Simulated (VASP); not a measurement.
# Ta3N (P-3m1) in VASP: further runs, part 2 of 2

VASP 6.6.1. The steps go on from the part before.

### 5 Relaxation of cell and atoms, LDA

This run uses another cell than the first one, of 14.98 Å³/atom.

File INCAR:

```
SYSTEM = Ta3N
ALGO = Normal ; EDIFF = 1E-7
EDIFFG = -0.01 ; ENCUT = 700
GGA = CA ; GGA_COMPAT = .FALSE.
IBRION = 2 ; ISIF = 3
ISMEAR = -1 ; LASPH = .TRUE.
LCHARG = .FALSE. ; LREAL = .FALSE.
LWAVE = .FALSE. ; NELM = 120
NELMIN = 4 ; NSW = 60
PREC = Accurate ; SIGMA = 0.05
```

File KPOINTS:

```
k-points
0
G
  7 7 3
  0 0 0
```

File POSCAR:

```
Ta3N
1.0
    3.0322239879      0.0000000000      0.0000000000
   -1.5161119940      2.6259830035      0.0000000000
    0.0000000000      0.0000000000      7.5241370000
Ta N
3 1
Direct
    0.6666666667      0.3333333333      0.8260700000
    0.3333333333      0.6666666667      0.1739300000
    0.0000000000      0.0000000000      0.5000000000
    0.0000000000      0.0000000000      0.0000000000
```

Potentials or basis: VASP PAW LDA potentials, release 64 (Ta_sv_GW, N).

Started as:

```
$ cat potpaw_LDA.64/Ta_sv_GW/POTCAR potpaw_LDA.64/N/POTCAR > POTCAR
$ mpirun -np 1 vasp_std > vasp.out
```

OUTCAR:

```text
SYSTEM = Ta3N
   EDIFF = 1E-7
   EDIFFG = -0.01
   ENCUT = 700
   GGA = CA
   IBRION = 2
   ISIF = 3
   ISMEAR = -1
   LASPH = .TRUE.
   LREAL = .FALSE.
   NELM = 120
   NELMIN = 4
   NSW = 60
   PREC = Accurate

 ion  position               nearest neighbor table
   1  0.667  0.333  0.826-   4 2.19   4 2.19   4 2.19   3 3.01   3 3.01   3 3.01   2 3.15   2 3.15
                             2 3.15
   2  0.333  0.667  0.174-   4 2.19   4 2.19   4 2.19   3 3.01   3 3.01   3 3.01   1 3.15   1 3.15
                             1 3.15
   3  0.000  0.000  0.500-   1 3.01   2 3.01   1 3.01   2 3.01   1 3.01   2 3.01
   4  0.000  0.000  0.000-   1 2.19   2 2.19   1 2.19   2 2.19   1 2.19   2 2.19

  LATTYP: Found a hexagonal cell.
 ALAT       =     3.0322239879
 C/A-ratio  =     2.4813922158

  Lattice vectors:

 A1 = (   3.0322239879,   0.0000000000,   0.0000000000)
 A2 = (  -1.5161119940,   2.6259830035,   0.0000000000)
 A3 = (   0.0000000000,   0.0000000000,   7.5241370000)

Analysis of symmetry for initial positions (statically):
=====================================================================
 Subroutine PRICEL returns:
[... 171 lines left out ...]
  energy without entropy =      -57.18963984  energy(sigma->0) =      -57.20367873

------------------------ aborting loop because EDIFF is reached ----------------------------------------

  FORCE on cell =-STRESS in cart. coord.  units (eV):
  Direction    XX          YY          ZZ          XY          YZ          ZX
  --------------------------------------------------------------------------------------
  -------------------------------------------------------------------------------------
  Total       -4.8633333     -4.8633333     -4.6227880      0.0000000      0.0000000      0.0000000
  in kB     -130.0573004   -130.0573004   -123.6245369      0.0000000      0.0000000      0.0000000
  external PRESSURE =    -127.9130459 kB  Pullay stress =       0.0000000 kB
[... 95 lines left out ...]
  FREE ENERGIE OF THE ION-ELECTRON SYSTEM (eV)
  ---------------------------------------------------
  free  energy   TOTEN  =       -57.3450773224 eV

  energy  without entropy=      -57.3214631655  energy(sigma->0) =      -57.33327024

[... ionic steps 4 to 12 ...]

--------------------------------------- Ionic step       13  -------------------------------------------

 number of electron      44.0000001 magnetization

------------------------ aborting loop because EDIFF is reached ----------------------------------------
[... 71 lines left out ...]
--------------------------------------- Ionic step       15  -------------------------------------------

 number of electron      44.0000001 magnetization

 Free energy of the ion-electron system (eV)
  ---------------------------------------------------
  ext. energy  EPLUGINS =         0.00000000
  ---------------------------------------------------
  free energy    TOTEN  =       -57.34754180 eV

  energy without entropy =      -57.32681446  energy(sigma->0) =      -57.33717813

 E-fermi :  11.5229     XC(G=0): -13.5726

 val. band max:       11.4798702795   @ k =   0.1429  -0.0000   0.3333
 cond. band min:      11.5987535083   @ k =   0.1429  -0.0000   0.3333
 fundamental gap:      0.1188832288
 Fermi energy:        11.5229274475

 k-point     1 :       0.0000    0.0000    0.0000
  band No.  band energies     occupation
      1     -56.3513      2.00000
      2     -56.3112      2.00000
      3     -55.7448      2.00000
      4     -23.5058      2.00000
      5     -23.1136      2.00000
      6     -22.7296      2.00000
[... 600 lines left out ...]
  FREE ENERGIE OF THE ION-ELECTRON SYSTEM (eV)
  ---------------------------------------------------
  free  energy   TOTEN  =       -57.3475417966 eV

  energy  without entropy=      -57.3268144641  energy(sigma->0) =      -57.33717813

 reached required accuracy - stopping structural energy minimisation
```

OSZICAR:

```text
N       E                     dE             d eps       ncg     rms          rms(c)
DAV:   1     0.500360601214E+03    0.50036E+03   -0.32853E+04  1040   0.215E+03
DAV:   2    -0.250879982490E+02   -0.52545E+03   -0.51926E+03  1366   0.500E+02
DAV:   3    -0.621365880934E+02   -0.37049E+02   -0.36269E+02  1494   0.122E+02
DAV:   4    -0.632647222089E+02   -0.11281E+01   -0.11264E+01  1344   0.200E+01
[... 179 lines left out ...]
DAV:   3    -0.573475438306E+02   -0.51017E-06   -0.12995E-06  1246   0.519E-03    0.508E-02
DAV:   4    -0.573475433179E+02    0.51273E-06   -0.32238E-06  1332   0.902E-03    0.374E-02
DAV:   5    -0.573475419522E+02    0.13657E-05   -0.11984E-05  1312   0.117E-02    0.330E-02
DAV:   6    -0.573475417897E+02    0.16248E-06   -0.70316E-07  1052   0.423E-03    0.160E-02
DAV:   7    -0.573475417966E+02   -0.68721E-08   -0.27599E-07   944   0.205E-03
  15 F= -.57347542E+02 E0= -.57337178E+02  d E =-.285789E-03
```

It used 550 s of CPU time on 1 thread of Intel(R) Xeon(R) Platinum 8488C (Sapphire Rapids) (shared host).

Results:

- Free energy: -57.3475 eV
- Relaxed volume: 14.27 Å³/atom
- Relaxed cell: a = 2.989 Å, b = 2.989 Å, c = 7.377 Å, α = 90.00°, β = 90.00°, γ = 120.00°
- Space group after relaxing (to 0.1 Å): P-3m1 (No. 164)
- Energy gained by relaxing: 32.5 meV/atom
- Ionic steps: 15
- Pressure after relaxing: 0.1 GPa
- Largest force after relaxing: 0.009 eV/Å
- Band gap on the k mesh: zero (bands 22 and 23 overlap by 0.68 eV)

Forces in eV/Å, atoms in the order of the input:
```
Ta   0.000  0.000  0.009
Ta   0.000  0.000 -0.009
Ta   0.000  0.000  0.000
N    0.000  0.000  0.000
```

The path:
| step | energy change (eV) | largest force (eV/Å) | pressure (GPa) | volume (Å³) |
| --- | --- | --- | --- | --- |
| 1 | 0.0000 | 0.6599 | -12.79 | 59.91 |
| 2 | 0.8428 | 1.8767 | 48.60 | 50.13 |
| 3 | -0.1274 | 0.2053 | -0.60 | 57.13 |
| 4 | -0.1277 | 0.1785 | 0.06 | 57.00 |
| 5 | -0.1277 | 0.1662 | 0.29 | 56.94 |
| 6 | -0.1293 | 0.0212 | 0.26 | 57.02 |
| 7 | -0.1294 | 0.0128 | 0.27 | 57.04 |
| 8 | -0.1294 | 0.0181 | -0.68 | 57.23 |
| 9 | -0.1295 | 0.0035 | -0.36 | 57.14 |
| 10 | -0.1295 | 0.0003 | -0.15 | 57.12 |
| 11 | -0.1295 | 0.0012 | -0.19 | 57.13 |
| 12 | -0.1295 | 0.0026 | -0.22 | 57.14 |
| 13 | -0.1298 | 0.0081 | -0.03 | 57.10 |
| 14 | -0.1298 | 0.0101 | 0.07 | 57.08 |
| 15 | -0.1298 | 0.0095 | 0.06 | 57.08 |

Final structure:
```
Ta N
1.0
     2.98922    0.00000    0.00000
    -1.49461    2.58874    0.00000
     0.00000    0.00000    7.37653
Ta N
3 1
Direct
  0.66667 0.33333 0.82845
  0.33333 0.66667 0.17155
  0.00000 0.00000 0.50000
  0.00000 0.00000 0.00000
```

Levels at points of the mesh, in eV from the Fermi level:
```
           k point  band 20  band 21  band 22  band 23  band 24  band 25
(0.00, 0.00, 0.00)    -0.63    -0.63    -0.38     0.23     0.23     1.05
```

Caveat: spin-orbit coupling is left out, which moves the levels of the heavy elements.

### 6 Summary

| task | cell | k mesh | gap on the mesh (eV) | pressure (GPa) | largest force (eV/Å) |
| --- | --- | --- | --- | --- | --- |
| single point | a = 3.052, b = 3.052, c = 7.574 Å, angles 90.0, 90.0, 120.0°, 4 atoms | 10 × 10 × 4 | none | -17.0 | 0.61 |
| single point | a = 2.970, b = 2.970, c = 7.371 Å, angles 90.0, 90.0, 120.0°, 4 atoms | 10 × 10 × 4 | none | 3.1 | 0.06 |
| single point | a = 3.092, b = 3.092, c = 7.672 Å, angles 90.0, 90.0, 120.0°, 4 atoms | 10 × 10 × 4 | none | -24.2 | 0.81 |
| relaxation of cell and atoms | relaxed from a = 3.032, b = 3.032, c = 7.524 Å, angles 90.0, 90.0, 120.0°, 4 atoms | 7 × 7 × 3 | none | 0.1 | 0.01 |

Alike in all rows: level LDA; potentials or basis VASP PAW LDA potentials, release 64 (Ta_sv_GW, N); no spin polarisation; cutoff (eV) 700; smearing fermi-dirac 0.05 eV.

Caveats: spin-orbit coupling is left out, which moves the levels of the heavy elements; the cell stands under tension (at least some runs); the cell stands under pressure (at least some runs).

Absolute energies hang on the potentials; compare differences alone.

The gap in the log of VASP goes by the Fermi energy; the results here count the filled bands.